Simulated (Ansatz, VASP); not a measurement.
Ti: VASP beside Ansatz

```
Ti
1.0
    -1.60941    1.60941    1.60941
     1.60941   -1.60941    1.60941
     1.60941    1.60941   -1.60941
Ti
1
Direct
  0.00000 0.00000 0.00000
```

Alike in both runs: functional PBEsol; k mesh 12 × 12 × 12; occupations fermi-dirac, width 0.15 eV; no spin polarisation.

Ansatz relaxed the structure, and its values are those at the end. VASP's run is a single point on that final structure, the one shown.

|  | VASP | Ansatz |
| --- | --- | --- |
| version | VASP 6.6.1 | Ansatz 0.2.0 |
| potentials or method | VASP PAW PBE potentials, release 64 (Ti_sv) | plane waves, PAW |
| plane-wave cutoff (eV) | 500 | 420 |
| valence electrons in the cell | 12 | 12 |

VASP gave:

- pressure (GPa): -0.3

Problem. What did Ansatz give for the same quantities?

Solution. Pressure (GPa): 0.0.

VASP's potentials were made for PBE, not for PBEsol.
